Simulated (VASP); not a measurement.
Runs of VASP 6.6.1 on CdF2. The structure is that of space group Fm-3m (No. 225), or close to it. The cells are those of the table. 

```tsv
task	level	potentials or basis	cell	k mesh	cutoff (eV)	smearing	gap on the mesh (eV)	pressure (GPa)
single point	PBEsol	VASP PAW PBE potentials, release 64 (Cd, F)	a = 3.785 Å, angles 60.0°, 3 atoms	9 × 9 × 9	520	fermi-dirac 0.05 eV	3.00	(c)
single point	PBE	VASP PAW PBE potentials, release 64 (Cd, F)	a = 3.876 Å, angles 60.0°, 3 atoms	9 × 9 × 9	520	fermi-dirac 0.05 eV	(d)	0.5
single point	PBE	VASP PAW PBE potentials, release 64 (Cd, F)	a = 3.784 Å, angles 60.0°, 3 atoms	9 × 9 × 9	520	fermi-dirac 0.05 eV	(a)	8.8
single point	LDA	VASP PAW LDA potentials, release 64 (Cd, F)	a = 3.784 Å, angles 60.0°, 3 atoms	9 × 9 × 9	520	fermi-dirac 0.05 eV	2.90	-2.5
single point	PBEsol	VASP PAW PBE potentials, release 64 (Cd, F)	a = 3.758 Å, angles 60.0°, 3 atoms	9 × 9 × 9	520	fermi-dirac 0.05 eV	3.07	5.6
single point	PBEsol	VASP PAW PBE potentials, release 64 (Cd, F)	a = 3.810 Å, angles 60.0°, 3 atoms	8 × 8 × 8	520	gaussian 0.01 eV	2.90	0.5
single point	PBEsol	VASP PAW PBE potentials, release 64 (Cd, F)	a = 3.755 Å, angles 60.0°, 3 atoms	9 × 9 × 9	520	fermi-dirac 0.05 eV	3.08	6.0
relaxation of cell and atoms	PBEsol	VASP PAW PBE potentials, release 64 (Cd, F)	relaxed to 2 GPa from a = 3.810 Å, angles 60.0°, 3 atoms	9 × 9 × 9	600	fermi-dirac 0.05 eV	(b)	2.0
```

Alike in all rows: no spin polarisation.

Problem. Estimate the missing entries.

Solution. (a) 3.17; (b) 2.98; (c) 2.9; (d) 2.91.

Caveats: the PAW data sets were made with another functional, which shifts forces and pressure a little (some runs); the cell is relaxed towards a set pressure, so the enthalpy falls and the energy may rise (some runs).

A k mesh can miss the band edges, and the runs leave out spin-orbit coupling on Cd.
